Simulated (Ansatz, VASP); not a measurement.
# Two plane-wave programs on CdTe

Contents of INCAR:

```
SYSTEM = CdTe
PREC = Accurate ; ENCUT = 520
EDIFF = 1E-6 ; ISMEAR = -1
SIGMA = 0.02 ; LREAL = .FALSE.
LASPH = .TRUE. ; NELM = 80
ALGO = Normal ; ISIF = 2
LWAVE = .FALSE. ; LCHARG = .FALSE.
GGA = PE ; IBRION = 2
NSW = 80 ; EDIFFG = -0.02
```

File KPOINTS:

```
regular mesh
0
G
  12 12 12
  0 0 0
```

POSCAR

```
CdTe
1.0
    0.0000000000      3.1400000000      3.1714000000
    3.1400000000      0.0000000000      3.1714000000
    3.1400000000      3.1400000000      0.0000000000
Cd Te
1 1
Direct
    0.0000000000      0.0000000000      0.0000000000
    0.2500000000      0.2500000000      0.2500000000
```

Input for Ansatz:

```yaml
crystal:
  lattice:
    - [0.0, 3.14, 3.1714]
    - [3.14, 0.0, 3.1714]
    - [3.14, 3.14, 0.0]
  atoms:
    - { symbol: Cd, position: [0.0, 0.0, 0.0] }
    - { symbol: Te, position: [0.25, 0.25, 0.25] }
kpoints:
  mp_grid: { grid: [12, 12, 12] }
scf:
  occupations: { method: fermi_dirac, width: 0.02 }
hamiltonian:
  xc: pbe
  pseudopotentials: { kind: paw }
output:
  forces: true
  stress: true
  populations: true
  efg: { contact_densities: true }
  write_density: true
  write_potential: true
  elf: true
  volumetric_format: npy
relax:
  f_tol: 0.02
  max_steps: 60
```

Change from the starting cell: z stretched by +1 %, ions relaxed.

Alike in both runs: task relaxation of the atoms; functional PBE; k mesh 12 × 12 × 12; occupations fermi-dirac, width 0.02 eV; no spin polarisation.

```csv
,VASP,Ansatz
version,VASP 6.6.1,Ansatz 0.2.0
potentials or method,"VASP PAW PBE potentials, release 64 (Cd, Te)","plane-wave PAW, scalar-relativistic"
plane-wave cutoff (eV),520,420
valence electrons in the cell,18,36
```

|  | VASP | Ansatz | Ansatz less VASP |
| --- | --- | --- | --- |
| gap on the k mesh at the Fermi level, each at its own relaxed structure (eV) | 1.02 | 1.02 | -0.002 |

VASP's potentials hold 18 valence electrons a cell and Ansatz's 36, so a difference there can come from the potentials and not from the codes. Ansatz's warnings: stress scf threshold loose.

Neither program's run includes spin-orbit coupling. Noted on VASP's run: the relaxation stopped at its first step, so nothing moved.
